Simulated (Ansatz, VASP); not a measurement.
# InAs in VASP and in Ansatz

INCAR

```
SYSTEM = InAs
ALGO = Normal
EDIFF = 1E-7
ENCUT = 520
GGA = PS
ISIF = 2
ISMEAR = 0
LASPH = .True.
LCHARG = .False.
LREAL = .False.
LWAVE = .False.
NBANDS = 16
NELM = 80
PREC = Accurate
SIGMA = 0.15
```

The input KPOINTS:

```
k-points
0
Gamma
  14 14 14
  0 0 0
```

The input POSCAR:

```
InAs
1.0
    0.0000000000      3.1230334294      3.1230334294
    3.1230334294      0.0000000000      3.1230334294
    3.1230334294      3.1230334294      0.0000000000
In As
1 1
Direct
    0.0000000000      0.0000000000      0.0000000000
    0.7500000000      0.7500000000      0.7500000000
```

Input for Ansatz:

```yaml
crystal:
  lattice:
    - [0.0, 3.1230334294, 3.1230334294]
    - [3.1230334294, 0.0, 3.1230334294]
    - [3.1230334294, 3.1230334294, 0.0]
  atoms:
    - { symbol: In, position: [0.0, 0.0, 0.0] }
    - { symbol: As, position: [0.75, 0.75, 0.75] }
basis:
  ecutwfc: 420
kpoints:
  mp_grid: { grid: [14, 14, 14] }
hamiltonian:
  xc: pbesol
  pseudopotentials: { kind: paw, azcp: { folder: soft_1 } }
scf:
  occupations: { method: gaussian, width: 0.15 }
output:
  forces: true
  stress: true
  eigenvalues: true
```

Alike in both runs: task single point; functional PBEsol; k mesh 14 × 14 × 14; occupations gaussian, width 0.15 eV; no spin polarisation.

|  | VASP | Ansatz |
| --- | --- | --- |
| version | VASP 6.6.1 | Ansatz 0.2.0 |
| potentials or method | VASP PAW PBE potentials, release 64 (In_d, As), cutoff 520 eV | scalar-relativistic, plane waves, PAW |
| valence electrons in the cell | 18 | 28 |

Ansatz gave:

```
gap on the k mesh at the Fermi level (eV) : none
pressure (GPa)                            : -3.6
```

Question: What did VASP give for the same quantities?

Answer: gap on the k mesh at the Fermi level (eV): none; pressure (GPa): -3.5.

VASP's potentials were made for PBE, not for PBEsol, and Ansatz warns of the same on its side. A gap of «none» marks a metal or a gap that the smearing closes. VASP's potentials hold 18 valence electrons a cell and Ansatz's 28, so a difference there can come from the potentials and not from the codes.
